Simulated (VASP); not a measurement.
Zr3NbTe2, 6 atoms in the cell. The structure is hexagonal, space group P6mm (No. 183). The conventional cell has a = 6.134 Å, b = 6.134 Å, c = 4.729 Å, α = 90.00°, β = 90.00°, γ = 120.00°. Within 3.9 Å of Zr (site symmetry 2mm) lie 4 Te at 2.93 to 2.98 Å and 4 Zr at 3.07 Å and 2 Nb at 3.16 Å. Nb (site symmetry 6mm) has 6 Zr at 3.16 Å and 6 Te at 3.87 Å within 4.2 Å. Within 3.9 Å of Te (site symmetry 3m) lie 6 Zr at 2.93 to 2.98 Å and 3 Te at 3.54 Å and 3 Nb at 3.87 Å. The cell was generated, and may not be a known phase.

```yaml
Program: VASP 6.6.1
Task: single point
Functional: PBE
Potentials_or_basis: VASP PAW PBE potentials, release 64 (Zr_sv, Nb_sv, Te)
Cutoff: 520 eV
k_mesh: 3 × 3 × 4
Occupations: gaussian, width 0.1 eV
Spin: no spin polarisation
Dipole_correction: no
Further_INCAR_settings: ALGO = Normal; EDIFF = 1e-07; NBANDS = 40
```

Potentials or basis: VASP PAW PBE potentials, release 64 (Zr_sv, Nb_sv, Te).

Run with:

```sh
$ cat potpaw_PBE.64/Zr_sv/POTCAR potpaw_PBE.64/Nb_sv/POTCAR potpaw_PBE.64/Te/POTCAR > POTCAR
$ mpirun -np 1 vasp_std > vasp.out
```

Hardware: 1 thread of Intel Xeon 8259CL (shared host).

Q: Estimate the wall time of this run.

A: Wall time 2.2 min on 1 thread of Intel Xeon 8259CL, on a shared host, peak memory 0.3 GiB. Counts: scf iterations 17, k points 9.
